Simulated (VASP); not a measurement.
Input of a VASP 6.6.1 run:

POSCAR

```
Al
1.0
   -1.4288920766      1.4282300293      2.0200490114
    1.4288920766     -1.4282300293      2.0200490114
    1.4288920766      1.4282300293     -2.0200490114
Al
1
Direct
    0.0000000000      0.5000000000      0.5000000000
```

INCAR.step1

```
ALGO = Normal ; EDIFF = 1E-4
ENCUT = 520 ; GGA = PE
ISMEAR = 0 ; LASPH = True
LCHARG = False ; LREAL = False
LWAVE = True ; NBANDS = 8
NELM = 100 ; PREC = Accurate
SIGMA = 0.1
```

INCAR.step2

```
ALGO = Normal ; EDIFF = 1E-6
ENCUT = 520 ; ISIF = 2
ISMEAR = 0 ; ISTART = 1
LASPH = True ; LCHARG = False
LMIXTAU = True ; LREAL = False
LWAVE = False ; METAGGA = R2SCAN
NBANDS = 8 ; NELM = 100
PREC = Accurate ; SIGMA = 0.1
```

The input KPOINTS:

```
k-points
0
Gamma
  28 28 28
```

Potentials or basis: VASP PAW PBE potentials, release 64 (Al).

The run is started by

```bash
$ cat potpaw_PBE.64/Al/POTCAR > POTCAR
$ cp INCAR.step1 INCAR
$ mpirun -np 1 vasp_std > vasp.out
$ cp INCAR.step2 INCAR
$ mpirun -np 1 vasp_std > vasp.out
```

Q: What does it give for the pressure?

A: -3.3 GPa.

Q: Predict the band gap on the k mesh.

A: Zero (an odd number of electrons rules out a gap without spin polarisation).

Caveat: the cell stands under tension; the PAW data sets were made with another functional, which shifts forces and pressure a little.
